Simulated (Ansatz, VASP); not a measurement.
# Two plane-wave programs on P

```
P
1.0
     3.28373    0.00000    0.00000
     0.00000   34.85703    0.00000
     0.00000    0.00000    4.70157
P
4
Direct
  0.00000 0.97026 0.59215
  0.00000 0.02974 0.40785
  0.50000 0.02974 0.09215
  0.50000 0.97026 0.90785
```

Change from the starting cell: strain +0.000 along x and y, +0.015 along z, atoms carried along.

Alike in both runs: task single point; functional PBEsol; k mesh 8 × 1 × 6; occupations gaussian, width 0.05 eV; no spin polarisation.

```csv
,VASP,Ansatz
version,VASP 6.6.1,Ansatz 0.2.0
potentials or method,"VASP PAW PBE potentials, release 64 (P), cutoff 520 eV","scalar-relativistic, plane waves, PAW"
valence electrons in the cell,20,20
```

|  | VASP | Ansatz | Ansatz less VASP |
| --- | --- | --- | --- |
| gap on the k mesh at the Fermi level (eV) | 0.98 | 0.97 | -0.016 |
| least direct gap on the mesh (eV) | 0.98 | 0.97 | -0.016 |
| rms of the force components (eV/Å) | 0.016 | 0.025 | +0.0093 |

VASP's potentials were made for PBE, not for PBEsol. Atom by atom the forces differ by 0.011 eV/Å (rms over components). The functional is the same, so the differences come from potentials, cutoffs and numerics.
